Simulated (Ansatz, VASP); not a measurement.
## Two plane-wave programs on GaN

INCAR

```
SYSTEM = GaN
PREC = Accurate ; ENCUT = 600
EDIFF = 1E-7 ; ISMEAR = -1
SIGMA = 0.05 ; LREAL = .FALSE.
LASPH = .TRUE. ; NELM = 80
ALGO = Normal ; ISIF = 3
LWAVE = .FALSE. ; LCHARG = .FALSE.
GGA = B5 ; ALDAX = 1.0
AGGAX = 1.0 ; AGGAC = 1.0
ALDAC = 0.0 ; IVDW = 12
VDW_S6 = 1.0 ; VDW_S8 = 2.6996
VDW_A1 = 0.4298 ; VDW_A2 = 4.2359
IBRION = 2 ; NSW = 60
EDIFFG = -0.01
```

Contents of KPOINTS:

```
Automatic mesh
0
G
  10 10 5
  0 0 0
```

The input POSCAR:

```
GaN
1.0
    3.1800000000      0.0000000000      0.0000000000
   -1.5900000000      2.7539607840      0.0000000000
    0.0000000000      0.0000000000      5.1660000000
Ga N
2 2
Direct
    0.6666666667      0.3333333333      0.5000000000
    0.3333333333      0.6666666667      0.0000000000
    0.6666666667      0.3333333333      0.8750000000
    0.3333333333      0.6666666667      0.3750000000
```

The input input.yaml:

```yaml
crystal:
  lattice:
    - [3.18, 0.0, 0.0]
    - [-1.59, 2.753960784, 0.0]
    - [0.0, 0.0, 5.166]
  atoms:
    - { symbol: Ga, position: [0.6666666667, 0.3333333333, 0.5] }
    - { symbol: Ga, position: [0.3333333333, 0.6666666667, 0.0] }
    - { symbol: "N", position: [0.6666666667, 0.3333333333, 0.875] }
    - { symbol: "N", position: [0.3333333333, 0.6666666667, 0.375] }
hamiltonian:
  xc: blyp
  pseudopotentials: { kind: paw }
  dispersion: d3bj
kpoints:
  mp_grid: { grid: [10, 10, 5] }
scf:
  occupations: { method: fermi_dirac, width: 0.05 }
output:
  forces: true
  stress: true
relax:
  f_tol: 0.01
  max_steps: 40
  cell: { stress_tol: 0.05 }
```

Alike in both runs: task relaxation of cell and atoms; functional BLYP; dispersion D3(BJ); k mesh 10 × 10 × 5; occupations fermi-dirac, width 0.05 eV; no spin polarisation.

```csv
,VASP,Ansatz
version,VASP 6.6.1,Ansatz 0.2.0
potentials or method,"VASP PAW PBE potentials, release 64 (Ga_d, N)",Ansatz PAW
plane-wave cutoff (eV),600,420
valence electrons in the cell,36,36
```

|  | VASP | Ansatz | Ansatz less VASP |
| --- | --- | --- | --- |
| relaxed volume (Å³/atom) | 11.67 | 11.59 | -0.072 |
| relaxed cell length with the largest relative difference (Å) | 3.208 | 3.201 | -0.0068 |

VASP's potentials were made for PBE, not for BLYP.

Noted on Ansatz's run: odd divisions of the mesh miss points on the zone boundary, where band edges often lie, so the gap on the mesh can be too wide; the plane-wave basis is chosen anew once the cell has moved, so the energies of steps on either side of that aren't comparable.
